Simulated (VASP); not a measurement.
# BN (F-43m) in VASP: further runs

BN is run at these levels: PBE; tasks: electric field gradients.

Everything below comes from runs of VASP 6.6.1. Logs are shortened: lines on timing, memory, paths and dates and some standing lists are left out, and cuts for length are marked.

### Step 1. The cell of the first run

The structure is cubic, space group F-43m (No. 216). The conventional cell has a = 3.585 Å, b = 3.585 Å, c = 3.585 Å, α = 90.00°, β = 90.00°, γ = 90.00°. B (site symmetry -43m) has 4 N at 1.55 Å within 2.1 Å. Within 2.1 Å of N (site symmetry -43m) lie 4 B at 1.55 Å.

### Step 2. Electric field gradients, PBE (volume scaled by 0.975)

INCAR

```
SYSTEM = BN
PREC = Accurate ; ENCUT = 520
EDIFF = 1E-8 ; ISMEAR = -1
SIGMA = 0.02 ; LREAL = .False.
LASPH = .True. ; NELM = 120
ALGO = Normal ; ISIF = 2
LWAVE = .False. ; LCHARG = .False.
GGA = PE ; LEFG = .True.
NBANDS = 11 ; GGA_COMPAT = .False.
```

KPOINTS

```
regular mesh
0
Gamma
  11 11 11
  0 0 0
```

POSCAR

```
BN
1.0
    0.0000000000      1.7923102062      1.7923102062
    1.7923102062      0.0000000000      1.7923102062
    1.7923102062      1.7923102062      0.0000000000
B N
1 1
Direct
    0.0000000000      0.0000000000      0.0000000000
    0.7500000000      0.7500000000      0.7500000000
```

Potentials or basis: VASP PAW PBE potentials, release 64 (B, N).

Run with:

```console
> cat potpaw_PBE.64/B/POTCAR potpaw_PBE.64/N/POTCAR > POTCAR
> mpirun -np 1 vasp_std > vasp.out
```

OUTCAR:

```text
SYSTEM = BN
   PREC = Accurate
   ENCUT = 520
   EDIFF = 1E-8
   ISMEAR = -1
   LREAL = .False.
   LASPH = .True.
   NELM = 120
   ISIF = 2
   GGA = PE

 ion  position               nearest neighbor table
   1  0.000  0.000  0.000-   2 1.55   2 1.55   2 1.55   2 1.55
   2  0.750  0.750  0.750-   1 1.55   1 1.55   1 1.55   1 1.55

  LATTYP: Found a face centered cubic cell.
 ALAT       =     3.5846204124

  Lattice vectors:

 A1 = (   0.0000000000,   1.7923102062,   1.7923102062)
 A2 = (   1.7923102062,   0.0000000000,   1.7923102062)
 A3 = (   1.7923102062,   1.7923102062,   0.0000000000)

Analysis of symmetry for initial positions (statically):
=====================================================================
 Subroutine PRICEL returns:
 Original cell was already a primitive cell.

 Routine SETGRP: Setting up the symmetry group for a
 face centered cubic supercell.

 Subroutine GETGRP returns: Found 24 space group operations
 (whereof 24 operations were pure point group operations)
 out of a pool of 48 trial point group operations.

The static configuration has the point symmetry T_d .

Analysis of symmetry for dynamics (positions and initial velocities):
=====================================================================
 Subroutine PRICEL returns:
 Original cell was already a primitive cell.

 Routine SETGRP: Setting up the symmetry group for a
 face centered cubic supercell.

 Subroutine GETGRP returns: Found 24 space group operations
 (whereof 24 operations were pure point group operations)
 out of a pool of 48 trial point group operations.

The dynamic configuration has the point symmetry T_d .

 Subroutine INISYM returns: Found 24 space group operations
 (whereof 24 operations are pure point group operations),
 and found     1 'primitive' translations

----------------------------------------------------------------------------------------

                                     Primitive cell

  volume of cell :      11.5151

  direct lattice vectors                    reciprocal lattice vectors
     0.000000000  1.792310206  1.792310206    -0.278969566  0.278969566  0.278969566
     1.792310206  0.000000000  1.792310206     0.278969566 -0.278969566  0.278969566
     1.792310206  1.792310206  0.000000000     0.278969566  0.278969566 -0.278969566

  length of vectors
     2.534709402  2.534709402  2.534709402     0.483189462  0.483189462  0.483189462

  position of ions in fractional coordinates (direct lattice)
     0.000000000  0.000000000  0.000000000
     0.750000000  0.750000000  0.750000000

  ion indices of the primitive-cell ions
   primitive index   ion index
                 1           1
                 2           2

----------------------------------------------------------------------------------------

 KPOINTS: regular mesh

Automatic generation of k-mesh.
 Grid dimensions read from file:
 generate k-points for:   11   11   11

 Generating k-lattice:

  Cartesian coordinates                     Fractional coordinates (reciprocal lattice)
    -0.025360870  0.025360870  0.025360870     0.090909091  0.000000000  0.000000000
     0.025360870 -0.025360870  0.025360870     0.000000000  0.090909091  0.000000000
     0.025360870  0.025360870 -0.025360870     0.000000000  0.000000000  0.090909091

  Length of vectors
     0.043926315  0.043926315  0.043926315

  Shift w.r.t. Gamma in fractional coordinates (k-lattice)
     0.000000000  0.000000000  0.000000000

 Subroutine IBZKPT returns following result:
 ===========================================

 Found     56 irreducible k-points:

 Following reciprocal coordinates:
            Coordinates               Weight
  0.000000  0.000000  0.000000      1.000000
  0.090909  0.000000  0.000000      8.000000
  0.181818  0.000000  0.000000      8.000000
  0.272727  0.000000  0.000000      8.000000
  0.363636  0.000000  0.000000      8.000000
  0.454545  0.000000  0.000000      8.000000
[... 16 lines left out ...]
 -0.272727  0.181818  0.000000     24.000000
 -0.181818  0.181818  0.000000     12.000000
 [... further k-points ...]
   k-points           NKPTS =     56   k-points in BZ     NKDIM =     56   number of bands    NBANDS=     11
   number of dos      NEDOS =    301   number of ions     NIONS =      2
   total plane-waves  NPLWV =   8000
   dimension x,y,z NGX =    20 NGY =   20 NGZ =   20
   dimension x,y,z NGXF=    40 NGYF=   40 NGZF=   40
   ions per type =               1   1
   NGX,Y,Z   is equivalent  to a cutoff of  13.12, 13.12, 13.12 a.u.
   NGXF,Y,Z  is equivalent  to a cutoff of  26.24, 26.24, 26.24 a.u.
 SYSTEM =  BN
   PREC   = accura    normal or accurate (medium, high low for compatibility)
   ISTART =      0    job   : 0-new  1-cont  2-samecut
   ICHARG =      2    charge: 1-file 2-atom 10-const
   ISPIN  =      1    spin polarized calculation?
   LNONCOLLINEAR =      F non collinear calculations
   LSORBIT =      F    spin-orbit coupling
   LASPH  =      T    aspherical Exc in radial PAW
   ENCUT  =  520.0 eV  38.22 Ry    6.18 a.u.   4.71  4.71  4.71*2*pi/ulx,y,z
   NELM   =    120;   NELMIN=  2; NELMDL= -5     # of ELM steps
   EDIFF  = 0.1E-07   stopping-criterion for ELM
   LREAL  =      F    real-space projection
   EDIFFG = 0.1E-06   stopping-criterion for IOM
   NSW    =      0    number of steps for IOM
   IBRION =     -1    ionic relax: 0-MD 1-quasi-New 2-CG
   NFREE  =      0    steps in history (QN), initial steepest desc. (CG)
   ISIF   =      2    stress and relaxation
   ISYM   =      2    0-nonsym 1-usesym 2-fastsym
   POTIM  = 0.5000    time-step for ionic-motion
   TEBEG  =    0.0;   TEEND  =   0.0 temperature during run
   PSTRESS=    0.0 pullay stress
   NELECT =       8.0000    total number of electrons
   NUPDOWN=      -1.0000    fix difference up-down
   EMIN   =  10.00;   EMAX   =-10.00  energy-range for DOS
   EFERMI =   0.00;   METHOD = LEGACY
   ISMEAR =    -1;   SIGMA  =   0.02  broadening in eV -4-tet -1-fermi 0-gaus
   EFERMI_NEDOS =   21; number of points for ismear=-14 and -15
   IALGO  =     38    algorithm
   IMIX   =      4    mixing-type and parameters
     AMIX     =   0.40;   BMIX     =  1.00
     AMIX_MAG =   1.60;   BMIX_MAG =  1.00
  volume/ion in A,a.u.               =       5.76        38.85
  Fermi-wavevector in a.u.,A,eV,Ry     =   1.449934  2.739978 28.603656  2.102309
  Thomas-Fermi vector in A             =   2.567604
   LORBIT       =      0    0 simple, 1 ext, 2 COOP (PROOUT), +10 PAW based schemes
   GGA     = PE    functional components
   LHFCALC =     F    Hartree Fock is set to
   AEXX    =    0.0000 exact exchange contribution
   IVDW    =     0    specifies the selected vdW correction
   LEPSILON=     F    determine dielectric tensor
   LRPA    =     F    only Hartree local field effects (RPA)
 non-spin polarized calculation
  energy-cutoff  :      520.00
  volume of cell :       11.52
 maximum number of plane-waves:       331
   NGX =  9   NGY =  9   NGZ =  9

 number of electron       7.9999998 magnetization

 Free energy of the ion-electron system (eV)
  ---------------------------------------------------
  ext. energy  EPLUGINS =         0.00000000
  ---------------------------------------------------
  free energy    TOTEN  =       -17.43397019 eV

  energy without entropy =      -17.43397019  energy(sigma->0) =      -17.43397019

 E-fermi :   8.2008     XC(G=0): -12.9475

 val. band max:        7.7179196507   @ k =   0.0000   0.0000   0.0000
 cond. band min:      12.3106506104   @ k =   0.4545   0.4545   0.0000
 fundamental gap:      4.5927309597
 Fermi energy:         8.2007918648

 k-point     1 :       0.0000    0.0000    0.0000
  band No.  band energies     occupation
      1     -12.8036      2.00000
      2       7.7179      2.00000
      3       7.7179      2.00000
      4       7.7179      2.00000
      5      16.6585      0.00000
      6      16.6585      0.00000
      7      16.6585      0.00000
      8      18.4824      0.00000
      9      32.9497      0.00000
     10      35.7970      0.00000
     11      35.7970      0.00000

 k-point     2 :       0.0909    0.0000    0.0000
  band No.  band energies     occupation
      1     -12.5983      2.00000
      2       6.6301      2.00000
      3       7.4991      2.00000
      4       7.4991      2.00000
      5      16.9393      0.00000
      6      16.9903      0.00000
      7      16.9903      0.00000
      8      19.1226      0.00000
      9      32.6380      0.00000
     10      33.3558      0.00000
     11      33.3558      0.00000
[... 295 lines left out ...]
 k-point    24 :      -0.1818    0.1818    0.0000
  band No.  band energies     occupation
      1     -10.6970      2.00000
      2       2.0781      2.00000
      3       3.8707      2.00000
      4       6.6479      2.00000
      5      18.4755      0.00000
      6      18.5985      0.00000
      7      19.0146      0.00000
      8      21.5429      0.00000
      9      29.1813      0.00000
     10      30.3793      0.00000
     11      35.0518      0.00000

 [... further k-points ...]
[... 5 lines left out ...]
  --------------------------------------------------------------------------------------
  -------------------------------------------------------------------------------------
  Total        0.9714324      0.9714324      0.9714324      0.0000000     -0.0000000     -0.0000000
  in kB      135.1616928    135.1616928    135.1616928      0.0000000     -0.0000000     -0.0000000
  external PRESSURE =     135.1616928 kB  Pullay stress =       0.0000000 kB

 VOLUME and BASIS-vectors are now :
 -----------------------------------------------------------------------------
  energy-cutoff  :      520.00
  volume of cell :       11.52
      direct lattice vectors                 reciprocal lattice vectors
     0.000000000  1.792310206  1.792310206    -0.278969566  0.278969566  0.278969566
     1.792310206  0.000000000  1.792310206     0.278969566 -0.278969566  0.278969566
     1.792310206  1.792310206  0.000000000     0.278969566  0.278969566 -0.278969566

 POSITION                                       TOTAL-FORCE (eV/Angst)
 -----------------------------------------------------------------------------------
      0.00000      0.00000      0.00000         0.000000     -0.000000      0.000000
      2.68847      2.68847      2.68847        -0.000000      0.000000     -0.000000
 -----------------------------------------------------------------------------------
    total drift:                               -0.000000     -0.000000     -0.000000

  FREE ENERGIE OF THE ION-ELECTRON SYSTEM (eV)
  ---------------------------------------------------
  free  energy   TOTEN  =       -17.4339701882 eV

  energy  without entropy=      -17.4339701882  energy(sigma->0) =      -17.43397019

 Electric field gradients (V/A^2)
---------------------------------------------------------------------
 ion       V_xx      V_yy      V_zz      V_xy      V_xz      V_yz
---------------------------------------------------------------------
   1       0.000     0.000    -0.000    -0.000    -0.000    -0.000
   2      -0.000     0.000     0.000    -0.000    -0.000    -0.000
---------------------------------------------------------------------

 Electric field gradients after diagonalization (V/A^2)
 (convention: |V_zz| > |V_xx| > |V_yy|)
----------------------------------------------------------------------
 ion       V_xx      V_yy      V_zz     asymmetry (V_yy - V_xx)/ V_zz
----------------------------------------------------------------------
   1       0.000     0.000    -0.000       0.000
   2       0.000     0.000    -0.001       0.000
----------------------------------------------------------------------

           NMR quadrupolar parameters

 Cq : quadrupolar parameter    Cq=e*Q*V_zz/h
 eta: asymmetry parameters     (V_yy - V_xx)/ V_zz
 Q  : nuclear electric quadrupole moment in mb (millibarn)
----------------------------------------------------------------------
 ion       Cq(MHz)       eta       Q (mb)
----------------------------------------------------------------------
   1      -0.000       0.000       1.000
   2      -0.000       0.000       1.000
----------------------------------------------------------------------
```

It took 7.2 s on 1 thread of Intel Xeon Platinum 8259CL at 2.50GHz (Skylake/Cascade Lake), shared host; peak memory 0.12 GiB.

What came out:

```
Free energy            : -17.4340 eV
Pressure               : 13.5 GPa
Band gap on the k mesh : 4.59 eV, indirect (least direct gap 8.94 eV)
```

Caveat: the cell differs from its parent crystal (volume scaled by 0.975); without QUAD_EFG the Cq values of the log hold for a quadrupole moment of 1 mb, not for the nuclei. A k mesh can miss the band edges.

### Step 3. Electric field gradients, PBE

This run uses another cell than the first one, of 5.91 Å³/atom, 1.026 times its volume.

INCAR

```
SYSTEM = BN
ALGO     = Normal         ! electronic algorithm
EDIFF    = 1E-8           ! SCF threshold, eV
ENCUT    = 520            ! plane-wave cutoff, eV
GGA      = PE             ! functional
GGA_COMPAT= .False.      
ISIF     = 2              ! what is computed and relaxed
ISMEAR   = -1             ! smearing method
LASPH    = .True.         ! aspherical terms in the spheres
LCHARG   = .False.        ! write CHGCAR
LEFG     = .True.       
LREAL    = .False.        ! projectors in reciprocal space
LWAVE    = .False.        ! write WAVECAR
NBANDS   = 11             ! bands
NELM     = 120            ! most SCF steps
PREC     = Accurate       ! precision mode
SIGMA    = 0.02           ! smearing width, eV
```

KPOINTS

```
k-points
0
Gamma
  11 11 11
  0 0 0
```

POSCAR

```
BN
1.0
    0.0000000000      1.8075000000      1.8075000000
    1.8075000000      0.0000000000      1.8075000000
    1.8075000000      1.8075000000      0.0000000000
B N
1 1
Direct
    0.0000000000      0.0000000000      0.0000000000
    0.7500000000      0.7500000000      0.7500000000
```

Potentials or basis: VASP PAW PBE potentials, release 64 (B, N).

Run with:

```console
> cat potpaw_PBE.64/B/POTCAR potpaw_PBE.64/N/POTCAR > POTCAR
> mpirun -np 1 vasp_std > vasp.out
```

OUTCAR:

```text
SYSTEM = BN
   EDIFF = 1E-8
   ENCUT = 520
   GGA = PE
   ISIF = 2
   ISMEAR = -1
   LASPH = .True.
   LREAL = .False.
   NELM = 120
   PREC = Accurate

 ion  position               nearest neighbor table
   1  0.000  0.000  0.000-   2 1.57   2 1.57   2 1.57   2 1.57
   2  0.750  0.750  0.750-   1 1.57   1 1.57   1 1.57   1 1.57

  LATTYP: Found a face centered cubic cell.
 ALAT       =     3.6150000000

  Lattice vectors:

 A1 = (   0.0000000000,   1.8075000000,   1.8075000000)
 A2 = (   1.8075000000,   0.0000000000,   1.8075000000)
 A3 = (   1.8075000000,   1.8075000000,   0.0000000000)

Analysis of symmetry for initial positions (statically):
=====================================================================
 Subroutine PRICEL returns:
 Original cell was already a primitive cell.

 Routine SETGRP: Setting up the symmetry group for a
 face centered cubic supercell.

 Subroutine GETGRP returns: Found 24 space group operations
 (whereof 24 operations were pure point group operations)
 out of a pool of 48 trial point group operations.

The static configuration has the point symmetry T_d .

Analysis of symmetry for dynamics (positions and initial velocities):
=====================================================================
 Subroutine PRICEL returns:
 Original cell was already a primitive cell.

 Routine SETGRP: Setting up the symmetry group for a
 face centered cubic supercell.

 Subroutine GETGRP returns: Found 24 space group operations
 (whereof 24 operations were pure point group operations)
 out of a pool of 48 trial point group operations.

The dynamic configuration has the point symmetry T_d .

[... 161 lines left out ...]
      8      17.7523      0.00000
      9      32.1553      0.00000
     10      35.1713      0.00000
     11      35.1713      0.00000
[... 309 lines left out ...]
 k-point    24 :      -0.1818    0.1818    0.0000
  band No.  band energies     occupation
      1     -10.7673      2.00000
      2       1.8571      2.00000
      3       3.6466      2.00000
      4       6.3584      2.00000
      5      17.9963      0.00000
      6      18.0621      0.00000
      7      18.4871      0.00000
      8      20.8867      0.00000
      9      28.6793      0.00000
     10      29.7616      0.00000
     11      34.2127      0.00000

 [... further k-points ...]
[... 5 lines left out ...]
  --------------------------------------------------------------------------------------
  -------------------------------------------------------------------------------------
  Total        0.2424404      0.2424404      0.2424404     -0.0000000     -0.0000000      0.0000000
  in kB       32.8890047     32.8890047     32.8890047     -0.0000000     -0.0000000      0.0000000
  external PRESSURE =      32.8890047 kB  Pullay stress =       0.0000000 kB

 VOLUME and BASIS-vectors are now :
 -----------------------------------------------------------------------------
  energy-cutoff  :      520.00
  volume of cell :       11.81
      direct lattice vectors                 reciprocal lattice vectors
     0.000000000  1.807500000  1.807500000    -0.276625173  0.276625173  0.276625173
     1.807500000  0.000000000  1.807500000     0.276625173 -0.276625173  0.276625173
     1.807500000  1.807500000  0.000000000     0.276625173  0.276625173 -0.276625173

 POSITION                                       TOTAL-FORCE (eV/Angst)
 -----------------------------------------------------------------------------------
      0.00000      0.00000      0.00000         0.000000      0.000000      0.000000
      2.71125      2.71125      2.71125        -0.000000     -0.000000     -0.000000
 -----------------------------------------------------------------------------------
    total drift:                               -0.000000     -0.000000     -0.000000

  FREE ENERGIE OF THE ION-ELECTRON SYSTEM (eV)
  ---------------------------------------------------
  free  energy   TOTEN  =       -17.4497994024 eV

  energy  without entropy=      -17.4497994024  energy(sigma->0) =      -17.44979940

 Electric field gradients (V/A^2)
---------------------------------------------------------------------
 ion       V_xx      V_yy      V_zz      V_xy      V_xz      V_yz
---------------------------------------------------------------------
   1      -0.000    -0.000     0.000    -0.000    -0.000    -0.000
   2      -0.000    -0.000    -0.000    -0.000    -0.000    -0.000
---------------------------------------------------------------------

 Electric field gradients after diagonalization (V/A^2)
 (convention: |V_zz| > |V_xx| > |V_yy|)
----------------------------------------------------------------------
 ion       V_xx      V_yy      V_zz     asymmetry (V_yy - V_xx)/ V_zz
----------------------------------------------------------------------
   1       0.000     0.000    -0.000       0.000
   2       0.000     0.000    -0.000       0.000
----------------------------------------------------------------------

           NMR quadrupolar parameters

 Cq : quadrupolar parameter    Cq=e*Q*V_zz/h
 eta: asymmetry parameters     (V_yy - V_xx)/ V_zz
 Q  : nuclear electric quadrupole moment in mb (millibarn)
----------------------------------------------------------------------
 ion       Cq(MHz)       eta       Q (mb)
----------------------------------------------------------------------
   1      -0.000       0.000       1.000
   2      -0.000       0.000       1.000
----------------------------------------------------------------------
```

Run time: 7.5 s. Hardware: 1 thread of Intel Xeon Platinum 8259CL at 2.50GHz (Skylake/Cascade Lake), shared host; peak memory 0.12 GiB.

Results:

- Free energy: -17.4498 eV
- Pressure: 3.3 GPa
- Band gap on the k mesh: 4.56 eV, indirect (least direct gap 8.82 eV)

Caveat: without QUAD_EFG the Cq values of the log hold for a quadrupole moment of 1 mb, not for the nuclei. A hybrid or GW would open this gap; PBE tends to underestimate it.
